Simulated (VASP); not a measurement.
AlN, 2 atoms in the cell. The structure is cubic, space group F-43m (No. 216). The conventional cell has a = 4.368 Å, b = 4.368 Å, c = 4.368 Å, α = 90.00°, β = 90.00°, γ = 90.00°. Al (site symmetry -43m) has 4 N at 1.89 Å within 2.5 Å. N (site symmetry -43m) has 4 Al at 1.89 Å within 2.5 Å. 

| Item | Value |
| --- | --- |
| Program | VASP 6.6.1 |
| Task | single point |
| Functional | RPBE |
| Potentials or basis | VASP PAW PBE potentials, release 64 (Al, N) |
| Cutoff | 520 eV |
| k mesh | 10 × 10 × 10 |
| Occupations | fermi-dirac, width 0.05 eV |
| Spin | no spin polarisation |
| Dipole correction | no |
| Further INCAR settings | ALGO = Normal; EDIFF = 1e-07; NBANDS = 11 |

Potentials or basis: VASP PAW PBE potentials, release 64 (Al, N).

Command:

```sh
$ cat potpaw_PBE.64/Al/POTCAR potpaw_PBE.64/N/POTCAR > POTCAR
$ mpirun -np 1 vasp_std > vasp.out
```

Hardware: 1 thread of Intel Xeon 8259CL, on a shared host.

Problem. How long does it take, and how much memory?

Solution. Run time: 13 s on 1 thread of Intel Xeon 8259CL, on a shared host, peak memory 0.14 GiB. Counts: scf iterations 13, k points 47.
